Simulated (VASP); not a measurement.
Here is a VASP 6.6.1 calculation.

File INCAR:

```
PREC = Accurate ; ENCUT = 520
EDIFF = 1E-7 ; ISMEAR = 0
SIGMA = 0.1 ; LREAL = F
LASPH = T ; NELM = 100
ALGO = Fast ; ISIF = 2
LWAVE = F ; LCHARG = F
GGA = PE ; NBANDS = 21
```

File KPOINTS:

```
regular mesh
0
Gamma
  6 6 6
```

POSCAR

```
BaLi2Pd
1.0
    1.8297822238      1.0564252595      6.4388648051
   -1.8297822238      1.0564252595      6.4388648051
    0.0000000000     -2.1128505190      6.4388648051
Ba Li Pd
1 2 1
Direct
    0.5000000000      0.5000000000      0.5000000000
    0.2220000000      0.2220000000      0.2220000000
    0.7780000000      0.7780000000      0.7780000000
    0.0000000000      0.0000000000      0.0000000000
```

Potentials or basis: VASP PAW PBE potentials, release 64 (Ba_sv, Li_sv, Pd).

The run is started by

```bash
$ cat potpaw_PBE.64/Ba_sv/POTCAR potpaw_PBE.64/Li_sv/POTCAR potpaw_PBE.64/Pd/POTCAR > POTCAR
$ mpirun -np 1 vasp_std > vasp.out
```

Question: Estimate the band gap on the k mesh.

Answer: Zero (bands 13 and 14 overlap by 1.16 eV).

Question: Predict the largest force.

Answer: 3.197 eV/Å.

Forces on the atoms (eV/Å):
```
Ba   0.000  0.000  0.000
Li   0.000  0.000  3.197
Li   0.000  0.000 -3.197
Pd   0.000  0.000  0.000
```

Caveat: spin-orbit coupling is left out, which moves the levels of the heavy elements; forces of over 1 eV/Å act on the atoms, so gaps and moduli don't describe the material at rest.
